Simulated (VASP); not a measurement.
# BeS (F-43m) in VASP: a series of runs

The runs below take BeS through relaxation of the atoms, single point, with PBE.

Program: VASP 6.6.1. These are calculated values, not measurements. Logs are shortened: lines on timing, memory, paths and dates and some standing lists are left out, and cuts for length are marked.

## (1) The cell of the first run

Symmetry: F-43m, No. 216, cubic system. The conventional cell has a = 4.702 Å, b = 4.702 Å, c = 4.702 Å, α = 90.00°, β = 90.00°, γ = 90.00°. Within 2.7 Å of Be (site symmetry -43m) lie 4 S at 2.04 Å. S (site symmetry -43m) has 4 Be at 2.04 Å within 2.7 Å.

## (2) Relaxation of the atoms, PBE

INCAR

```
SYSTEM = BeS
ALGO = Normal
EDIFF = 1E-6
EDIFFG = -0.01
ENCUT = 520
GGA = PE
IBRION = 2
ISIF = 2
ISMEAR = -1
LASPH = .True.
LCHARG = .False.
LREAL = .False.
LWAVE = .False.
NELM = 80
NSW = 50
PREC = Accurate
SIGMA = 0.03
```

KPOINTS

```
k-points
0
Gamma
  10 10 10
  0 0 0
```

POSCAR

```
BeS
1.0
    0.0000000000      2.3511130669      2.3511130669
    2.3511130669      0.0000000000      2.3511130669
    2.3511130669      2.3511130669      0.0000000000
Be S
1 1
Direct
    0.0000000000      0.0000000000      0.0000000000
    0.2500000000      0.2500000000      0.2500000000
```

Potentials or basis: VASP PAW PBE potentials, release 64 (Be, S).

The run is started by

```
$ cat potpaw_PBE.64/Be/POTCAR potpaw_PBE.64/S/POTCAR > POTCAR
$ mpirun -np 1 vasp_std > vasp.out
```

OUTCAR:

```text
SYSTEM = BeS
   EDIFF = 1E-6
   EDIFFG = -0.01
   ENCUT = 520
   GGA = PE
   IBRION = 2
   ISIF = 2
   ISMEAR = -1
   LASPH = .True.
   LREAL = .False.
   NELM = 80
   NSW = 50
   PREC = Accurate

 ion  position               nearest neighbor table
   1  0.000  0.000  0.000-   2 2.04   2 2.04   2 2.04   2 2.04
   2  0.250  0.250  0.250-   1 2.04   1 2.04   1 2.04   1 2.04

  LATTYP: Found a face centered cubic cell.
 ALAT       =     4.7022261338

  Lattice vectors:

 A1 = (   0.0000000000,   2.3511130669,   2.3511130669)
 A2 = (   2.3511130669,   0.0000000000,   2.3511130669)
 A3 = (   2.3511130669,   2.3511130669,   0.0000000000)

Analysis of symmetry for initial positions (statically):
=====================================================================
 Subroutine PRICEL returns:
 Original cell was already a primitive cell.

 Routine SETGRP: Setting up the symmetry group for a
 face centered cubic supercell.

 Subroutine GETGRP returns: Found 24 space group operations
 (whereof 24 operations were pure point group operations)
 out of a pool of 48 trial point group operations.

The static configuration has the point symmetry T_d .

Analysis of symmetry for dynamics (positions and initial velocities):
=====================================================================
 Subroutine PRICEL returns:
 Original cell was already a primitive cell.

 Routine SETGRP: Setting up the symmetry group for a
 face centered cubic supercell.

 Subroutine GETGRP returns: Found 24 space group operations
 (whereof 24 operations were pure point group operations)
 out of a pool of 48 trial point group operations.

The dynamic configuration has the point symmetry T_d .

 Subroutine INISYM returns: Found 24 space group operations
 (whereof 24 operations are pure point group operations),
 and found     1 'primitive' translations

----------------------------------------------------------------------------------------

                                     Primitive cell

  volume of cell :      25.9926

  direct lattice vectors                    reciprocal lattice vectors
     0.000000000  2.351113067  2.351113067    -0.212665230  0.212665230  0.212665230
     2.351113067  0.000000000  2.351113067     0.212665230 -0.212665230  0.212665230
     2.351113067  2.351113067  0.000000000     0.212665230  0.212665230 -0.212665230

  length of vectors
     3.324975986  3.324975986  3.324975986     0.368346983  0.368346983  0.368346983

  position of ions in fractional coordinates (direct lattice)
     0.000000000  0.000000000  0.000000000
     0.250000000  0.250000000  0.250000000

  ion indices of the primitive-cell ions
   primitive index   ion index
                 1           1
                 2           2

----------------------------------------------------------------------------------------

 KPOINTS: k-points

Automatic generation of k-mesh.
 Grid dimensions read from file:
 generate k-points for:   10   10   10

 Generating k-lattice:

  Cartesian coordinates                     Fractional coordinates (reciprocal lattice)
    -0.021266523  0.021266523  0.021266523     0.100000000  0.000000000  0.000000000
     0.021266523 -0.021266523  0.021266523     0.000000000  0.100000000  0.000000000
     0.021266523  0.021266523 -0.021266523     0.000000000  0.000000000  0.100000000

  Length of vectors
     0.036834698  0.036834698  0.036834698

  Shift w.r.t. Gamma in fractional coordinates (k-lattice)
     0.000000000  0.000000000  0.000000000

 Subroutine IBZKPT returns following result:
 ===========================================

 Found     47 irreducible k-points:

 Following reciprocal coordinates:
            Coordinates               Weight
  0.000000  0.000000  0.000000      1.000000
  0.100000  0.000000  0.000000      8.000000
  0.200000  0.000000  0.000000      8.000000
  0.300000  0.000000  0.000000      8.000000
  0.400000  0.000000  0.000000      8.000000
  0.500000  0.000000  0.000000      4.000000
[... 16 lines left out ...]
  0.300000  0.300000  0.000000      6.000000
  0.400000  0.300000  0.000000     24.000000
 [... further k-points ...]
   k-points           NKPTS =     47   k-points in BZ     NKDIM =     47   number of bands    NBANDS=      8
   number of dos      NEDOS =    301   number of ions     NIONS =      2
   total plane-waves  NPLWV =  21952
   dimension x,y,z NGX =    28 NGY =   28 NGZ =   28
   dimension x,y,z NGXF=    56 NGYF=   56 NGZF=   56
   ions per type =               1   1
   NGX,Y,Z   is equivalent  to a cutoff of  14.00, 14.00, 14.00 a.u.
   NGXF,Y,Z  is equivalent  to a cutoff of  28.00, 28.00, 28.00 a.u.
 SYSTEM =  BeS
   PREC   = accura    normal or accurate (medium, high low for compatibility)
   ISTART =      0    job   : 0-new  1-cont  2-samecut
   ICHARG =      2    charge: 1-file 2-atom 10-const
   ISPIN  =      1    spin polarized calculation?
   LNONCOLLINEAR =      F non collinear calculations
   LSORBIT =      F    spin-orbit coupling
   LASPH  =      T    aspherical Exc in radial PAW
   ENCUT  =  520.0 eV  38.22 Ry    6.18 a.u.   6.18  6.18  6.18*2*pi/ulx,y,z
   NELM   =     80;   NELMIN=  2; NELMDL= -5     # of ELM steps
   EDIFF  = 0.1E-05   stopping-criterion for ELM
   LREAL  =      F    real-space projection
   EDIFFG = -.1E-01   stopping-criterion for IOM
   NSW    =     50    number of steps for IOM
   IBRION =      2    ionic relax: 0-MD 1-quasi-New 2-CG
   NFREE  =      1    steps in history (QN), initial steepest desc. (CG)
   ISIF   =      2    stress and relaxation
   ISYM   =      2    0-nonsym 1-usesym 2-fastsym
   POTIM  = 0.5000    time-step for ionic-motion
   TEBEG  =    0.0;   TEEND  =   0.0 temperature during run
   PSTRESS=    0.0 pullay stress
   NELECT =       8.0000    total number of electrons
   NUPDOWN=      -1.0000    fix difference up-down
   EMIN   =  10.00;   EMAX   =-10.00  energy-range for DOS
   EFERMI =   0.00;   METHOD = LEGACY
   ISMEAR =    -1;   SIGMA  =   0.03  broadening in eV -4-tet -1-fermi 0-gaus
   EFERMI_NEDOS =   21; number of points for ismear=-14 and -15
   IALGO  =     38    algorithm
   IMIX   =      4    mixing-type and parameters
     AMIX     =   0.40;   BMIX     =  1.00
     AMIX_MAG =   1.60;   BMIX_MAG =  1.00
  volume/ion in A,a.u.               =      13.00        87.70
  Fermi-wavevector in a.u.,A,eV,Ry     =   1.105320  2.088752 16.622673  1.221732
  Thomas-Fermi vector in A             =   2.241805
   LORBIT       =      0    0 simple, 1 ext, 2 COOP (PROOUT), +10 PAW based schemes
   GGA     = PE    functional components
   LHFCALC =     F    Hartree Fock is set to
   AEXX    =    0.0000 exact exchange contribution
   IVDW    =     0    specifies the selected vdW correction
   LEPSILON=     F    determine dielectric tensor
   LRPA    =     F    only Hartree local field effects (RPA)
 conjugate gradient relaxation of ions
 non-spin polarized calculation
  energy-cutoff  :      520.00
  volume of cell :       25.99
 maximum number of plane-waves:       725
 NGX is ok and might be reduce to    28
   NGX = 13   NGY = 13   NGZ = 13

 number of electron       8.0000000 magnetization

 Free energy of the ion-electron system (eV)
  ---------------------------------------------------
  ext. energy  EPLUGINS =         0.00000000
  ---------------------------------------------------
  free energy    TOTEN  =        -9.90622568 eV

  energy without entropy =       -9.90622568  energy(sigma->0) =       -9.90622568

 E-fermi :   5.7980     XC(G=0): -10.1202

 val. band max:        5.1838738002   @ k =   0.0000   0.0000   0.0000
 cond. band min:       8.0654953526   @ k =   0.5000   0.5000   0.0000
 fundamental gap:      2.8816215524
 Fermi energy:         5.7979590627

 k-point     1 :       0.0000    0.0000    0.0000
  band No.  band energies     occupation
      1      -9.1708      2.00000
      2       5.1839      2.00000
      3       5.1839      2.00000
      4       5.1839      2.00000
      5      10.7946      0.00000
      6      10.7946      0.00000
      7      10.7946      0.00000
      8      11.8860      0.00000

 k-point     2 :       0.1000    0.0000    0.0000
  band No.  band energies     occupation
      1      -9.0421      2.00000
      2       4.2808      2.00000
      3       5.0288      2.00000
      4       5.0288      2.00000
      5      10.9240      0.00000
      6      11.0665      0.00000
      7      11.0665      0.00000
      8      12.6773      0.00000

 k-point     3 :       0.2000    0.0000    0.0000
  band No.  band energies     occupation
      1      -8.6721      2.00000
      2       2.4846      2.00000
      3       4.6825      2.00000
      4       4.6825      2.00000
      5      10.9936      0.00000
      6      11.5997      0.00000
      7      11.5997      0.00000
      8      14.3712      0.00000

 k-point     4 :       0.3000    0.0000    0.0000
  band No.  band energies     occupation
      1      -8.1236      2.00000
      2       0.6845      2.00000
      3       4.3349      2.00000
      4       4.3349      2.00000
      5      11.0080      0.00000
      6      11.8522      0.00000
      7      11.8522      0.00000
      8      15.8638      0.00000

 k-point     5 :       0.4000    0.0000    0.0000
  band No.  band energies     occupation
      1      -7.5569      2.00000
      2      -0.6909      2.00000
      3       4.0971      2.00000
      4       4.0971      2.00000
      5      11.0020      0.00000
      6      11.7751      0.00000
      7      11.7751      0.00000
      8      16.6283      0.00000
[... 177 lines left out ...]
 k-point    22 :      -0.2000    0.2000    0.0000
  band No.  band energies     occupation
      1      -7.9383      2.00000
      2       1.0816      2.00000
      3       2.5368      2.00000
      4       4.4029      2.00000
      5      11.5870      0.00000
      6      12.3386      0.00000
      7      12.8610      0.00000
      8      14.4830      0.00000

 k-point    23 :       0.3000    0.3000    0.0000
  band No.  band energies     occupation
      1      -7.7748      2.00000
      2       1.5003      2.00000
      3       2.9475      2.00000
      4       2.9475      2.00000
      5       9.1499      0.00000
      6      11.1132      0.00000
      7      15.2554      0.00000
      8      15.2554      0.00000

 k-point    24 :       0.4000    0.3000    0.0000
  band No.  band energies     occupation
      1      -7.3321      2.00000
      2       0.6585      2.00000
      3       2.4142      2.00000
      4       2.7025      2.00000
      5       9.1211      0.00000
      6      10.9834      0.00000
      7      15.8491      0.00000
      8      15.8733      0.00000

 [... further k-points ...]
[... 5 lines left out ...]
  --------------------------------------------------------------------------------------
  -------------------------------------------------------------------------------------
  Total        2.0158039      2.0158039      2.0158039      0.0000000      0.0000000     -0.0000000
  in kB      124.2534127    124.2534127    124.2534127      0.0000000      0.0000000     -0.0000000
  external PRESSURE =     124.2534127 kB  Pullay stress =       0.0000000 kB

 VOLUME and BASIS-vectors are now :
 -----------------------------------------------------------------------------
  energy-cutoff  :      520.00
  volume of cell :       25.99
      direct lattice vectors                 reciprocal lattice vectors
     0.000000000  2.351113067  2.351113067    -0.212665230  0.212665230  0.212665230
     2.351113067  0.000000000  2.351113067     0.212665230 -0.212665230  0.212665230
     2.351113067  2.351113067  0.000000000     0.212665230  0.212665230 -0.212665230

 POSITION                                       TOTAL-FORCE (eV/Angst)
 -----------------------------------------------------------------------------------
      0.00000      0.00000      0.00000        -0.000000     -0.000000     -0.000000
      1.17556      1.17556      1.17556         0.000000      0.000000      0.000000
 -----------------------------------------------------------------------------------
    total drift:                               -0.000000     -0.000000     -0.000000

  FREE ENERGIE OF THE ION-ELECTRON SYSTEM (eV)
  ---------------------------------------------------
  free  energy   TOTEN  =        -9.9062256833 eV

  energy  without entropy=       -9.9062256833  energy(sigma->0) =       -9.90622568

 reached required accuracy - stopping structural energy minimisation
```

Wall time 6.3 s (1 thread of Intel Xeon 6975P-C, shared host); peak memory 0.15 GiB.

Results:

| Property | Result |
| --- | --- |
| Free energy | -9.9062 eV |
| Pressure after relaxing | 12.4 GPa |
| Band gap on the k mesh | 2.88 eV, indirect (least direct gap 5.61 eV) |

Final structure:
```
Be S
1.0
     0.00000    2.35111    2.35111
     2.35111    0.00000    2.35111
     2.35111    2.35111    0.00000
Be S
1 1
Direct
  0.00000 0.00000 0.00000
  0.25000 0.25000 0.25000
```

Caveat: the relaxation stopped at its first step, so nothing moved. As with any semilocal functional, this PBE gap is likely too small.

(Continued in part 2 of 2.)
